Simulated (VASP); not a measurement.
Crystal: LiCl.

```
Li Cl
1.0
     4.22305    0.00000    0.00000
    -2.11153    3.65727    0.00000
     0.00000    0.00000    5.30946
Li Cl
2 2
Direct
  0.33333 0.66667 0.25000
  0.66667 0.33333 0.75000
  0.66667 0.33333 0.25000
  0.33333 0.66667 0.75000
```

This cell differs from its parent crystal: strain +1.5%.

Base run:

* Program: VASP 6.6.1
* Functional: r2SCAN
* Potentials or basis: VASP PAW PBE potentials, release 64 (Li_sv, Cl)
* Cutoff: 520 eV
* k mesh: 12 × 12 × 6
* Occupations: gaussian, width 0.01 eV
* Spin: no spin polarisation

Its results: band gap on the k mesh 6.21 eV, direct.

Problem. The run is repeated on the same cell with these changes: functional from r2SCAN to HSE06; k mesh from 12 × 12 × 6 to 6 × 6 × 4. What comes out?

Solution. Band gap on the k mesh 6.81 eV, direct.

Several settings changed at once, so the effect can't be laid on one alone.

A k mesh can miss the band edges.
